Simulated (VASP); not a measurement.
Here is a VASP 6.6.1 calculation.

File POSCAR:

```
KZnF3
1.0
    4.1275598757      0.0000000000      0.0000000000
    0.0000000000      4.1275598757      0.0000000000
    0.0000000000      0.0000000000      4.1275598757
K Zn F
1 1 3
Direct
    0.0000000000      0.0000000000      0.0000000000
    0.5000000000      0.5000000000      0.5000000000
    0.5000000000      0.5000000000      0.0000000000
    0.0000000000      0.5000000000      0.5000000000
    0.5000000000      0.0000000000      0.5000000000
```

File INCAR.step1:

```
SYSTEM = KZnF3
  PREC = Accurate
  ENCUT = 600
  ISMEAR = -1
  SIGMA = 0.02
  LREAL = .FALSE.
  LASPH = .TRUE.
  NELM = 100
  GGA = PE
  ALGO = Normal
  EDIFF = 1E-4
  LWAVE = .TRUE.
  LCHARG = .FALSE.
```

Contents of INCAR.step2:

```
SYSTEM = KZnF3
  PREC = Accurate
  ENCUT = 600
  EDIFF = 1E-7
  ISMEAR = -1
  SIGMA = 0.02
  LREAL = .FALSE.
  LASPH = .TRUE.
  NELM = 100
  ALGO = Normal
  ISIF = 3
  LWAVE = .FALSE.
  LCHARG = .FALSE.
  METAGGA = R2SCAN
  LMIXTAU = .TRUE.
  IBRION = 2
  NSW = 80
  EDIFFG = -0.005
  ISTART = 1
```

File KPOINTS:

```
Automatic mesh
0
G
  6 6 6
  0 0 0
```

Potentials or basis: VASP PAW PBE potentials, release 64 (K_sv, Zn, F).

Command:

```sh
$ cat potpaw_PBE.64/K_sv/POTCAR potpaw_PBE.64/Zn/POTCAR potpaw_PBE.64/F/POTCAR > POTCAR
$ cp INCAR.step1 INCAR
$ mpirun -np 1 vasp_std > vasp.out
$ cp INCAR.step2 INCAR
$ mpirun -np 1 vasp_std > vasp.out
```

Question: Estimate the relaxed cell.

Answer: a = 4.050 Å, b = 4.050 Å, c = 4.050 Å, α = 90.00°, β = 90.00°, γ = 90.00°.

Question: What does it give for the space group after relaxing (to 0.1 Å)?

Answer: Pm-3m (No. 221).

Final structure:
```yaml
crystal:
  lattice:
    - [4.04974, 0.00000, 0.00000]
    - [0.00000, 4.04974, 0.00000]
    - [0.00000, 0.00000, 4.04974]
  atoms:
    - { symbol: K, position: [0.00000, 0.00000, 0.00000] }
    - { symbol: Zn, position: [0.50000, 0.50000, 0.50000] }
    - { symbol: F, position: [0.50000, 0.50000, 0.00000] }
    - { symbol: F, position: [0.00000, 0.50000, 0.50000] }
    - { symbol: F, position: [0.50000, 0.00000, 0.50000] }
```
